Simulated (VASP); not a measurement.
Runs of VASP 6.6.1 on C. The structure is that of space group P6_3/mmc (No. 194), or close to it. The cells are those of the table. 

| task | cell | k mesh | cutoff (eV) | smearing | gap on the mesh (eV) | pressure (GPa) |
| --- | --- | --- | --- | --- | --- | --- |
| single point | a = 2.456, b = 2.456, c = 7.011 Å, angles 90.0, 90.0, 120.0°, 4 atoms | 7 × 7 × 2 | 520 | fermi-dirac 0.05 eV | 2.47 | 0.6 |
| single point | a = 2.456, b = 2.456, c = 7.011 Å, angles 90.0, 90.0, 120.0°, 4 atoms | 14 × 14 × 4 | 520 | fermi-dirac 0.05 eV | 1.05 | 0.7 |
| relaxation of cell and atoms | relaxed from a = 2.464, b = 2.464, c = 6.711 Å, angles 90.0, 90.0, 120.0°, 4 atoms | 8 × 8 × 3 | 600 | fermi-dirac 0.05 eV | 1.89 | -0.1 |
| single point | a = 2.456, b = 2.456, c = 7.011 Å, angles 90.0, 90.0, 120.0°, 4 atoms | 9 × 9 × 3 | 520 | fermi-dirac 0.05 eV | none | 0.7 |
| single point | a = 2.456, b = 2.456, c = 7.011 Å, angles 90.0, 90.0, 120.0°, 4 atoms | 15 × 15 × 5 | 520 | fermi-dirac 0.01 eV | none | 0.7 |
| single point | a = 2.456, b = 2.456, c = 7.011 Å, angles 90.0, 90.0, 120.0°, 4 atoms | 15 × 15 × 5 | 520 | fermi-dirac 0.05 eV | none | 0.7 |
| single point | a = 2.550, b = 2.550, c = 7.281 Å, angles 90.0, 90.0, 120.0°, 4 atoms | 14 × 14 × 4 | 520 | fermi-dirac 0.05 eV | (a) | (b) |
| single point | a = 2.456, b = 2.456, c = 7.011 Å, angles 90.0, 90.0, 120.0°, 4 atoms | 8 × 8 × 3 | 520 | fermi-dirac 0.05 eV | 1.90 | 0.7 |

Alike in all rows: level r2SCAN; potentials or basis VASP PAW PBE potentials, release 64 (C); no spin polarisation.

Problem. Estimate the missing entries.

Solution. (a) 0.96; (b) -24.9.

Caveats: some runs use coarse meshes; the PAW data sets were made with another functional, which shifts forces and pressure a little.

A k mesh can miss the band edges.

A gap of «none» marks levels without a gap at the run's occupations.
